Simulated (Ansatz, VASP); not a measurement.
## TiCo: VASP beside Ansatz

Contents of INCAR:

```
  ALGO = Fast
  EDIFF = 1E-6
  EDIFFG = -0.01
  ENCUT = 600
  GGA = PE
  IBRION = 2
  ISIF = 3
  ISMEAR = 0
  ISPIN = 2
  LASPH = T
  LCHARG = F
  LMAXMIX = 4
  LORBIT = 11
  LREAL = F
  LWAVE = F
  MAGMOM = 0 0.58
  NELM = 150
  NSW = 100
  PREC = Accurate
  SIGMA = 0.1
```

KPOINTS

```
k-points
0
Gamma
  18 18 18
```

The input POSCAR:

```
TiCo
1.0
    2.9744454290      0.0000000000      0.0000000000
    0.0000000000      2.9744454290      0.0000000000
    0.0000000000      0.0000000000      2.9744454290
Ti Co
1 1
Direct
    0.0000000000      0.0000000000      0.0000000000
    0.5000000000      0.5000000000      0.5000000000
```

Input for Ansatz:

```yaml
crystal:
  lattice:
    - [2.974445429, 0.0, 0.0]
    - [0.0, 2.974445429, 0.0]
    - [0.0, 0.0, 2.974445429]
  atoms:
    - { symbol: Ti, position: [0.0, 0.0, 0.0] }
    - { symbol: Co, position: [0.5, 0.5, 0.5], spin: 0.58 }
basis:
  ecutwfc: 420
kpoints:
  mp_grid: { grid: [18, 18, 18] }
hamiltonian:
  xc: pbe
scf:
  occupations: { method: gaussian, width: 0.1 }
output:
  forces: true
  stress: true
  eigenvalues: true
  populations: true
magnetization:
  spin_polarized: true
relax:
  adjacent_minimum: "off"
  f_tol: 0.01
  max_steps: 80
  cell: { stress_tol: 0.05 }
```

Change from the starting cell: species swapped into the ZnAg type (Pm-3m, No. 221).

Alike in both runs: task relaxation of cell and atoms; functional PBE; k mesh 18 × 18 × 18; occupations gaussian, width 0.1 eV; collinear spin.

|  | VASP | Ansatz |
| --- | --- | --- |
| version | VASP 6.6.1 | Ansatz 0.2.0 |
| potentials or method | VASP PAW PBE potentials, release 64 (Ti_sv, Co), cutoff 600 eV | scalar-relativistic, plane waves, PAW |
| valence electrons in the cell | 21 | 29 |

VASP gave:

```
gap on the k mesh at the Fermi level, each at its own relaxed structure (eV) : none
net moment per atom (μB)                                                     : 0.43
size of the moment on the site where the two differ most (μB)                : 0.93
relaxed volume (Å³/atom)                                                     : 13.26
relaxed cell length with the largest relative difference (Å)                 : 2.982
```

**Question.** Estimate Ansatz's values.

**Answer.** gap on the k mesh at the Fermi level, each at its own relaxed structure (eV): none; net moment per atom (μB): 0.43; size of the moment on the site where the two differ most (μB): 0.98; relaxed volume (Å³/atom): 13.30; relaxed cell length with the largest relative difference (Å): 2.985.

Site moments also hang on the region over which each program counts them. A gap of «none» marks a metal or a gap that the smearing closes. VASP's potentials hold 21 valence electrons a cell and Ansatz's 29, so a difference there can come from the potentials and not from the codes.
